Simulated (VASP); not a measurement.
Input of a VASP 6.6.1 run:

Contents of INCAR:

```
ALGO = Normal
EDIFF = 1E-6
ENCUT = 520
GGA = PE
GGA_COMPAT = False
ISIF = 2
ISMEAR = -1
LASPH = True
LCHARG = False
LMAXMIX = 4
LORBIT = 11
LORBMOM = True
LREAL = False
LSORBIT = True
LWAVE = False
MAGMOM = 0 0 0 0 0 0
NBANDS = 36
NELM = 150
PREC = Accurate
SIGMA = 0.1
```

The input KPOINTS:

```
k-points
0
Gamma
  11 11 6
```

The input POSCAR:

```
Zr
1.0
    3.2318821451      0.0000000000      0.0000000000
   -1.6159410725      2.7988920397      0.0000000000
    0.0000000000      0.0000000000      5.1741041053
Zr
2
Direct
    0.3333333333      0.6666666667      0.2500000000
    0.6666666667      0.3333333333      0.7500000000
```

Potentials or basis: VASP PAW PBE potentials, release 64 (Zr_sv).

Launch:

```sh
$ cat potpaw_PBE.64/Zr_sv/POTCAR > POTCAR
$ mpirun -np 1 vasp_ncl > vasp.out
```

(1) What does it give for the net moment?

(2) Estimate the pressure.

Results:

(1) 0.00 μB per cell.

(2) 0.0 GPa.
